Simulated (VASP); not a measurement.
Li: relaxation of shape and atoms at fixed volume with PBE

The system is Li.

```
Li
1.0
     2.93091    0.00000    0.00000
    -1.46546    2.53824    0.00000
     0.00000    0.00000    4.79117
Li
2
Direct
  0.33333 0.66667 0.25000
  0.66667 0.33333 0.75000
```

| Item | Value |
| --- | --- |
| Program | VASP 6.6.1 |
| Task | relaxation of shape and atoms at fixed volume |
| Functional | PBE |
| Potentials or basis | VASP PAW PBE potentials, release 64 (Li_sv) |
| Cutoff | 600 eV |
| k mesh | 14 × 14 × 8 |
| Occupations | fermi-dirac, width 0.1 eV |
| Spin | no spin polarisation |
| Dipole correction | no |
| Further INCAR settings | ALGO = Normal; EDIFF = 1e-06; IBRION = 2; EDIFFG = -0.005; NSW = 50; ISIF = 4 |

```json
{"Pressure after relaxing": "2.0 GPa", "Band gap on the k mesh": "zero (band 3 reaches 3.04 eV, above the bottom of band 4 at -1.56 eV)"}
```

Final structure:
```cif
data_structure
_symmetry_space_group_name_H-M 'P 1'
_symmetry_Int_Tables_number 1
_cell_length_a 2.9309
_cell_length_b 2.9309
_cell_length_c 4.7912
_cell_angle_alpha 90.000
_cell_angle_beta 90.000
_cell_angle_gamma 120.000
_cell_volume 35.64
loop_
_atom_site_label
_atom_site_type_symbol
_atom_site_fract_x
_atom_site_fract_y
_atom_site_fract_z
_atom_site_occupancy
Li1 Li 0.33333 0.66667 0.25000 1
Li2 Li 0.66667 0.33333 0.75000 1
```

Levels at points of the mesh, in eV from the Fermi level:
| k point | band 1 | band 2 | band 3 | band 4 | band 5 | band 6 | band 7 |
| --- | --- | --- | --- | --- | --- | --- | --- |
| (0.00, 0.00, 0.00) | -46.30 | -46.27 | -3.70 | -0.06 | 3.38 | 13.65 | 13.65 |
| (0.50, 0.00, 0.00) | -46.27 | -46.26 | -0.11 | 1.21 | 5.09 | 6.31 | 6.94 |
| (0.00, 0.00, 0.50) | -46.28 | -46.28 | -2.54 | -2.54 | 8.73 | 8.73 | 14.66 |
| (0.50, 0.00, 0.50) | -46.26 | -46.26 | 0.71 | 0.71 | 3.96 | 3.96 | 10.73 |

Run time: 9.3 s on 1 thread of Intel(R) Xeon(R) 6975P-C (Granite Rapids), with other jobs on the host, peak memory 0.16 GiB.

Caveat: the cutoff is under 1.25 times the usual one of these potentials, so pressure, stress and relaxed cells hold a basis-set (Pulay) error; the relaxation stopped at its first step, so nothing moved.
